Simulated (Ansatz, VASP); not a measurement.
**Two plane-wave programs on BAs**

```
B As
1.0
     0.00000    2.35536    2.35536
     2.35536    0.00000    2.35536
     2.35536    2.35536    0.00000
B As
1 1
Direct
  0.25000 0.25000 0.25000
  0.50000 0.50000 0.50000
```

Alike in both runs: task single point; functional PBE; k mesh 10 × 10 × 10; occupations gaussian, width 0.02 eV; no spin polarisation.

|  | VASP | Ansatz |
| --- | --- | --- |
| version | VASP 6.6.1 | Ansatz 0.2.0 |
| potentials or method | VASP PAW PBE potentials, release 64 (B, As), cutoff 520 eV | scalar-relativistic, plane waves, PAW |
| valence electrons in the cell | 8 | 18 |

VASP gave:

```
gap on the k mesh at the Fermi level (eV) : 1.13
least direct gap on the mesh (eV)         : 3.33
pressure (GPa)                            : 10.1
```

**Question.** Estimate Ansatz's values.

**Answer.** gap on the k mesh at the Fermi level (eV): 1.14; least direct gap on the mesh (eV): 3.33; pressure (GPa): 9.3.

VASP's potentials hold 8 valence electrons a cell and Ansatz's 18, so a difference there can come from the potentials and not from the codes.
